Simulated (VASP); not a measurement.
# Bi2Se3 (P-62m) in VASP: notebook

The runs below take Bi2Se3 through single point, with PBE.

Program: VASP 6.6.1. These are calculated values, not measurements. Logs are shortened: lines on timing, memory, paths and dates and some standing lists are left out, and cuts for length are marked.

## Step 1: The cell of the first run

The structure is hexagonal, space group P-62m (No. 189). The conventional cell has a = 7.452 Å, b = 7.452 Å, c = 3.246 Å, α = 90.00°, β = 90.00°, γ = 120.00°. Within 3.8 Å of Bi (site symmetry -6) lie 3 Se at 2.86 Å and 2 Bi at 3.25 Å. Se (site symmetry m2m) has 2 Bi at 2.86 Å and 4 Se at 3.19 to 3.25 Å within 3.8 Å.

The cell was built from a structure type or drawn by symmetry, and may not be a known phase.

## Step 2: Single point, PBE

Input file INCAR:

```
SYSTEM = Bi2Se3
PREC = Accurate ; ENCUT = 520
EDIFF = 1E-7 ; ISMEAR = 0
SIGMA = 0.1 ; LREAL = .False.
LASPH = .True. ; NELM = 80
ALGO = Normal ; ISIF = 2
LWAVE = .False. ; LCHARG = .False.
GGA = PE ; NBANDS = 32
```

Input file KPOINTS:

```
Automatic mesh
0
Gamma
  3 3 6
  0 0 0
```

Input file POSCAR:

```
Bi2Se3
1.0
    7.4523308296      0.0000000000      0.0000000000
   -3.7261654148      6.4539078159      0.0000000000
    0.0000000000      0.0000000000      3.2456809599
Bi Se
2 3
Direct
    0.3333333333      0.6666666667      0.5000000000
    0.6666666667      0.3333333333      0.5000000000
    0.2472339631      0.0000000000      0.5000000000
    0.0000000000      0.2472339631      0.5000000000
    0.7527660369      0.7527660369      0.5000000000
```

Potentials or basis: VASP PAW PBE potentials, release 64 (Bi_d, Se).

On the command line:

```sh
$ cat potpaw_PBE.64/Bi_d/POTCAR potpaw_PBE.64/Se/POTCAR > POTCAR
$ mpirun -np 1 vasp_std > vasp.out
```

OUTCAR:

```text
SYSTEM = Bi2Se3
   PREC = Accurate
   ENCUT = 520
   EDIFF = 1E-7
   ISMEAR = 0
   LREAL = .False.
   LASPH = .True.
   NELM = 80
   ISIF = 2
   GGA = PE

 ion  position               nearest neighbor table
   1  0.333  0.667  0.500-   3 2.86   4 2.86   5 2.86
   2  0.667  0.333  0.500-   4 2.86   3 2.86   5 2.86
   3  0.247  0.000  0.500-   1 2.86   2 2.86
   4  0.000  0.247  0.500-   2 2.86   1 2.86
   5  0.753  0.753  0.500-   1 2.86   2 2.86

  LATTYP: Found a hexagonal cell.
 ALAT       =     7.4523308296
 C/A-ratio  =     0.4355256139

  Lattice vectors:

 A1 = (   7.4523308296,   0.0000000000,   0.0000000000)
 A2 = (  -3.7261654148,   6.4539078159,   0.0000000000)
 A3 = (   0.0000000000,   0.0000000000,   3.2456809599)

Analysis of symmetry for initial positions (statically):
=====================================================================
 Subroutine PRICEL returns:
 Original cell was already a primitive cell.

 Routine SETGRP: Setting up the symmetry group for a
 hexagonal supercell.

 Subroutine GETGRP returns: Found 12 space group operations
 (whereof 12 operations were pure point group operations)
 out of a pool of 24 trial point group operations.

The static configuration has the point symmetry D_3h.

Analysis of symmetry for dynamics (positions and initial velocities):
=====================================================================
 Subroutine PRICEL returns:
 Original cell was already a primitive cell.

 Routine SETGRP: Setting up the symmetry group for a
 hexagonal supercell.

 Subroutine GETGRP returns: Found 12 space group operations
 (whereof 12 operations were pure point group operations)
 out of a pool of 24 trial point group operations.

The dynamic configuration has the point symmetry D_3h.

 Subroutine INISYM returns: Found 12 space group operations
 (whereof 12 operations are pure point group operations),
 and found     1 'primitive' translations

----------------------------------------------------------------------------------------

                                     Primitive cell

  volume of cell :     156.1064

  direct lattice vectors                    reciprocal lattice vectors
     7.452330830  0.000000000  0.000000000     0.134186206  0.077472442  0.000000000
    -3.726165415  6.453907816  0.000000000     0.000000000  0.154944884  0.000000000
     0.000000000  0.000000000  3.245680960     0.000000000  0.000000000  0.308101755

  length of vectors
     7.452330830  7.452330830  3.245680960     0.154944884  0.154944884  0.308101755

  position of ions in fractional coordinates (direct lattice)
     0.333333333  0.666666667  0.500000000
     0.666666667  0.333333333  0.500000000
     0.247233963  0.000000000  0.500000000
     0.000000000  0.247233963  0.500000000
     0.752766037  0.752766037  0.500000000

  ion indices of the primitive-cell ions
   primitive index   ion index
                 1           1
                 2           2
                 3           3
                 4           4
                 5           5

----------------------------------------------------------------------------------------

 KPOINTS: Automatic mesh

Automatic generation of k-mesh.
 Grid dimensions read from file:
 generate k-points for:    3    3    6

 Generating k-lattice:

  Cartesian coordinates                     Fractional coordinates (reciprocal lattice)
     0.044728735  0.025824147  0.000000000     0.333333333  0.000000000  0.000000000
     0.000000000  0.051648295  0.000000000     0.000000000  0.333333333  0.000000000
     0.000000000  0.000000000  0.051350293     0.000000000  0.000000000  0.166666667

  Length of vectors
     0.051648295  0.051648295  0.051350293

  Shift w.r.t. Gamma in fractional coordinates (k-lattice)
     0.000000000  0.000000000  0.000000000

 Subroutine IBZKPT returns following result:
 ===========================================

 Found     12 irreducible k-points:

 Following reciprocal coordinates:
            Coordinates               Weight
  0.000000  0.000000  0.000000      1.000000
  0.333333 -0.000000  0.000000      6.000000
  0.333333  0.333333  0.000000      2.000000
  0.000000  0.000000  0.166667      2.000000
  0.333333 -0.000000  0.166667     12.000000
  0.333333  0.333333  0.166667      4.000000
  0.000000  0.000000  0.333333      2.000000
  0.333333 -0.000000  0.333333     12.000000
  0.333333  0.333333  0.333333      4.000000
  0.000000  0.000000  0.500000      1.000000
  0.333333 -0.000000  0.500000      6.000000
  0.333333  0.333333  0.500000      2.000000
   k-points           NKPTS =     12   k-points in BZ     NKDIM =     12   number of bands    NBANDS=     32
   number of dos      NEDOS =    301   number of ions     NIONS =      5
   total plane-waves  NPLWV =  75264
   dimension x,y,z NGX =    56 NGY =   56 NGZ =   24
   dimension x,y,z NGXF=   112 NGYF=  112 NGZF=   48
   ions per type =               2   3
   NGX,Y,Z   is equivalent  to a cutoff of  12.49, 12.49, 12.29 a.u.
   NGXF,Y,Z  is equivalent  to a cutoff of  24.98, 24.98, 24.59 a.u.
 SYSTEM =  Bi2Se3
   PREC   = accura    normal or accurate (medium, high low for compatibility)
   ISTART =      0    job   : 0-new  1-cont  2-samecut
   ICHARG =      2    charge: 1-file 2-atom 10-const
   ISPIN  =      1    spin polarized calculation?
   LNONCOLLINEAR =      F non collinear calculations
   LSORBIT =      F    spin-orbit coupling
   LASPH  =      T    aspherical Exc in radial PAW
   ENCUT  =  520.0 eV  38.22 Ry    6.18 a.u.  13.86 13.86  6.03*2*pi/ulx,y,z
   NELM   =     80;   NELMIN=  2; NELMDL= -5     # of ELM steps
   EDIFF  = 0.1E-06   stopping-criterion for ELM
   LREAL  =      F    real-space projection
   EDIFFG = 0.1E-05   stopping-criterion for IOM
   NSW    =      0    number of steps for IOM
   IBRION =     -1    ionic relax: 0-MD 1-quasi-New 2-CG
   NFREE  =      0    steps in history (QN), initial steepest desc. (CG)
   ISIF   =      2    stress and relaxation
   ISYM   =      2    0-nonsym 1-usesym 2-fastsym
   POTIM  = 0.5000    time-step for ionic-motion
   TEBEG  =    0.0;   TEEND  =   0.0 temperature during run
   PSTRESS=    0.0 pullay stress
   NELECT =      48.0000    total number of electrons
   NUPDOWN=      -1.0000    fix difference up-down
   EMIN   =  10.00;   EMAX   =-10.00  energy-range for DOS
   EFERMI =   0.00;   METHOD = LEGACY
   ISMEAR =     0;   SIGMA  =   0.10  broadening in eV -4-tet -1-fermi 0-gaus
   EFERMI_NEDOS =   21; number of points for ismear=-14 and -15
   IALGO  =     38    algorithm
   IMIX   =      4    mixing-type and parameters
     AMIX     =   0.40;   BMIX     =  1.00
     AMIX_MAG =   1.60;   BMIX_MAG =  1.00
  volume/ion in A,a.u.               =      31.22       210.69
  Fermi-wavevector in a.u.,A,eV,Ry     =   1.104965  2.088080 16.611987  1.220947
  Thomas-Fermi vector in A             =   2.241445
   LORBIT       =      0    0 simple, 1 ext, 2 COOP (PROOUT), +10 PAW based schemes
   GGA     = PE    functional components
   LHFCALC =     F    Hartree Fock is set to
   AEXX    =    0.0000 exact exchange contribution
   IVDW    =     0    specifies the selected vdW correction
   LEPSILON=     F    determine dielectric tensor
   LRPA    =     F    only Hartree local field effects (RPA)
 non-spin polarized calculation
 Gauss-broadening in eV      SIGMA  =   0.10
  energy-cutoff  :      520.00
  volume of cell :      156.11
 maximum number of plane-waves:      4224
 NGX is ok and might be reduce to    56
   NGX = 27   NGY = 27   NGZ = 13

 number of electron      48.0000012 magnetization

 Free energy of the ion-electron system (eV)
  ---------------------------------------------------
  ext. energy  EPLUGINS =         0.00000000
  ---------------------------------------------------
  free energy    TOTEN  =       -18.05551257 eV

  energy without entropy =      -18.04177566  energy(sigma->0) =      -18.04864412

 E-fermi :   3.9115     XC(G=0):  -9.0393

 val. band max:        3.8406402275   @ k =   0.3333  -0.0000   0.1667
 cond. band min:       3.9288516367   @ k =   0.0000   0.0000   0.1667
 fundamental gap:      0.0882114092
 Fermi energy:         3.9114816586

 k-point     1 :       0.0000    0.0000    0.0000
  band No.  band energies     occupation
      1     -18.9017      2.00000
      2     -18.8919      2.00000
      3     -18.8778      2.00000
      4     -18.8778      2.00000
      5     -18.8721      2.00000
      6     -18.8721      2.00000
[... 24 lines left out ...]
     31       9.4041      0.00000
     32      10.2014      0.00000

 k-point     2 :       0.3333   -0.0000    0.0000
  band No.  band energies     occupation
      1     -18.9002      2.00000
      2     -18.8950      2.00000
      3     -18.8816      2.00000
      4     -18.8789      2.00000
      5     -18.8693      2.00000
      6     -18.8682      2.00000
[... 24 lines left out ...]
     31      10.5761      0.00000
     32      10.6919      0.00000

 k-point     3 :       0.3333    0.3333    0.0000
  band No.  band energies     occupation
      1     -18.8978      2.00000
      2     -18.8978      2.00000
      3     -18.8847      2.00000
      4     -18.8738      2.00000
      5     -18.8738      2.00000
      6     -18.8651      2.00000
[... 24 lines left out ...]
     31      10.4650      0.00000
     32      11.2289      0.00000

 k-point     4 :       0.0000    0.0000    0.1667
  band No.  band energies     occupation
      1     -18.8753      2.00000
      2     -18.8753      2.00000
      3     -18.8696      2.00000
      4     -18.8696      2.00000
      5     -18.8314      2.00000
      6     -18.8208      2.00000
[... 24 lines left out ...]
     31      10.0368      0.00000
     32      10.3466      0.00000

 k-point     5 :       0.3333   -0.0000    0.1667
  band No.  band energies     occupation
      1     -18.8790      2.00000
      2     -18.8777      2.00000
      3     -18.8679      2.00000
      4     -18.8659      2.00000
      5     -18.8287      2.00000
      6     -18.8227      2.00000
[... 24 lines left out ...]
     31      10.9629      0.00000
     32      11.2538      0.00000

 k-point     6 :       0.3333    0.3333    0.1667
  band No.  band energies     occupation
      1     -18.8821      2.00000
      2     -18.8730      2.00000
      3     -18.8730      2.00000
      4     -18.8628      2.00000
      5     -18.8255      2.00000
      6     -18.8255      2.00000
[... 24 lines left out ...]
     31      10.8399      0.00000
     32      11.6927      0.00000

 k-point     7 :       0.0000    0.0000    0.3333
  band No.  band energies     occupation
      1     -18.8702      2.00000
      2     -18.8702      2.00000
      3     -18.8648      2.00000
      4     -18.8648      2.00000
      5     -18.7909      2.00000
      6     -18.7909      2.00000
[... 24 lines left out ...]
     31       9.0402      0.00000
     32       9.0402      0.00000

 k-point     8 :       0.3333   -0.0000    0.3333
  band No.  band energies     occupation
      1     -18.8737      2.00000
      2     -18.8723      2.00000
      3     -18.8629      2.00000
      4     -18.8612      2.00000
      5     -18.7911      2.00000
      6     -18.7903      2.00000
[... 24 lines left out ...]
     31       9.5497      0.00000
     32       9.9283      0.00000

 k-point     9 :       0.3333    0.3333    0.3333
  band No.  band energies     occupation
      1     -18.8767      2.00000
      2     -18.8676      2.00000
      3     -18.8676      2.00000
      4     -18.8583      2.00000
      5     -18.7913      2.00000
      6     -18.7892      2.00000
[... 24 lines left out ...]
     31       9.4611      0.00000
     32      10.7024      0.00000

 k-point    10 :       0.0000    0.0000    0.5000
  band No.  band energies     occupation
      1     -18.8677      2.00000
      2     -18.8677      2.00000
      3     -18.8624      2.00000
      4     -18.8624      2.00000
      5     -18.8141      2.00000
      6     -18.8141      2.00000
[... 24 lines left out ...]
     31       8.1437      0.00000
     32       8.1437      0.00000

 k-point    11 :       0.3333   -0.0000    0.5000
  band No.  band energies     occupation
      1     -18.8711      2.00000
      2     -18.8697      2.00000
      3     -18.8605      2.00000
      4     -18.8589      2.00000
      5     -18.8144      2.00000
      6     -18.8135      2.00000
[... 24 lines left out ...]
     31       8.2947      0.00000
     32       8.6501      0.00000

 k-point    12 :       0.3333    0.3333    0.5000
  band No.  band energies     occupation
      1     -18.8740      2.00000
      2     -18.8651      2.00000
      3     -18.8651      2.00000
      4     -18.8560      2.00000
      5     -18.8146      2.00000
      6     -18.8123      2.00000
[... 24 lines left out ...]
     31       8.6993      0.00000
     32       9.6269      0.00000

------------------------ aborting loop because EDIFF is reached ----------------------------------------

  FORCE on cell =-STRESS in cart. coord.  units (eV):
  Direction    XX          YY          ZZ          XY          YZ          ZX
  --------------------------------------------------------------------------------------
  -------------------------------------------------------------------------------------
  Total        0.0557846      0.0557846     -0.1512555      0.0000000      0.0000000      0.0000000
  in kB        0.5725379      0.5725379     -1.5523907      0.0000000      0.0000000      0.0000000
  external PRESSURE =      -0.1357716 kB  Pullay stress =       0.0000000 kB

 VOLUME and BASIS-vectors are now :
 -----------------------------------------------------------------------------
  energy-cutoff  :      520.00
  volume of cell :      156.11
      direct lattice vectors                 reciprocal lattice vectors
     7.452330830  0.000000000  0.000000000     0.134186206  0.077472442  0.000000000
    -3.726165415  6.453907816  0.000000000     0.000000000  0.154944884  0.000000000
     0.000000000  0.000000000  3.245680960     0.000000000  0.000000000  0.308101755

 POSITION                                       TOTAL-FORCE (eV/Angst)
 -----------------------------------------------------------------------------------
     -0.00000      4.30261      1.62284         0.000000     -0.000000      0.000000
      3.72617      2.15130      1.62284         0.000000     -0.000000      0.000000
      1.84247      0.00000      1.62284        -0.008658     -0.000000     -0.000000
     -0.92123      1.59563      1.62284         0.004329     -0.007498      0.000000
      2.80493      4.85828      1.62284         0.004329      0.007498      0.000000
 -----------------------------------------------------------------------------------
    total drift:                               -0.000000     -0.000001      0.000000

  FREE ENERGIE OF THE ION-ELECTRON SYSTEM (eV)
  ---------------------------------------------------
  free  energy   TOTEN  =       -18.0555125749 eV

  energy  without entropy=      -18.0417756563  energy(sigma->0) =      -18.04864412
```

It took 1.9 min on 1 thread of Intel Xeon 8259CL, shared host; peak memory 0.27 GiB.

What came out:

- Free energy: -18.0555 eV
- Pressure: 0.0 GPa
- Largest force: 0.009 eV/Å
- Band gap on the k mesh: zero (bands 24 and 25 overlap by 2.45 eV)

Forces on the atoms (eV/Å):
```
Bi   0.000  0.000  0.000
Bi   0.000  0.000  0.000
Se  -0.009  0.000  0.000
Se   0.004 -0.007  0.000
Se   0.004  0.007  0.000
```

Caveat: spin-orbit coupling is left out, which moves the levels of the heavy elements.

## Step 3: Single point, PBE

This run uses another cell than the first one, of 34.67 Å³/atom.

Input file INCAR:

```
ALGO = Normal
EDIFF = 1E-6
ENCUT = 520
GGA = PE
ISIF = 2
ISMEAR = 0
LASPH = T
LCHARG = F
LREAL = F
LWAVE = F
NBANDS = 32
NELM = 100
PREC = Accurate
SIGMA = 0.1
```

Input file KPOINTS:

```
k-points
0
Gamma
  6 6 4
```

Input file POSCAR:

```
Bi2Se3
1.0
    7.9198878152      0.0000000000      0.0000000000
   -3.9599439076      6.8588240431      0.0000000000
    0.0000000000      0.0000000000      3.1907963515
Bi Se
2 3
Direct
    0.3333333333      0.6666666667      0.5000000000
    0.6666666667      0.3333333333      0.5000000000
    0.2861750220      0.0000000000      0.5000000000
    0.0000000000      0.2861750220      0.5000000000
    0.7138249780      0.7138249780      0.5000000000
```

Potentials or basis: VASP PAW PBE potentials, release 64 (Bi_d, Se).

On the command line:

```sh
$ cat potpaw_PBE.64/Bi_d/POTCAR potpaw_PBE.64/Se/POTCAR > POTCAR
$ mpirun -np 1 vasp_std > vasp.out
```

It took 3.5 min on 1 thread of Intel Xeon 8259CL, shared host; peak memory 0.33 GiB.

It converged, with:

```
Free energy            : -18.0775 eV
Pressure               : 0.2 GPa
Largest force          : 0.009 eV/Å
Band gap on the k mesh : zero (bands 24 and 25 overlap by 2.26 eV)
```

Forces on the atoms (eV/Å):
```
Bi   0.000  0.000  0.000
Bi   0.000  0.000  0.000
Se   0.009  0.000  0.000
Se  -0.004  0.008  0.000
Se  -0.004 -0.008  0.000
```

Stress tensor (GPa, compression positive):
```
0.27 0.00 0.00
0.00 0.27 0.00
0.00 0.00 0.13
```

Levels at points of the mesh, in eV from the Fermi level:
```
           k point  band 21  band 22  band 23  band 24  band 25  band 26  band 27  band 28  band 29  band 30
(0.00, 0.00, 0.00)    -1.04     0.72     0.72     0.75     1.18     1.18     2.27     2.27     4.63     4.80
(0.50, 0.00, 0.00)    -1.25     0.17     0.94     1.01     1.13     1.24     1.41     2.40     4.97     5.18
(0.00, 0.00, 0.50)    -3.58    -2.21    -1.71    -1.71    -1.14    -0.02     2.48     2.48     3.58     3.58
(0.50, 0.00, 0.50)    -2.74    -2.67    -2.42    -2.41    -0.82    -0.21     2.08     3.07     3.11     4.01
```

Caveat: the k points lie up to 0.49 Å⁻¹ apart, too coarse for converged energies and pressures of a metal; spin-orbit coupling is left out, which moves the levels of the heavy elements.
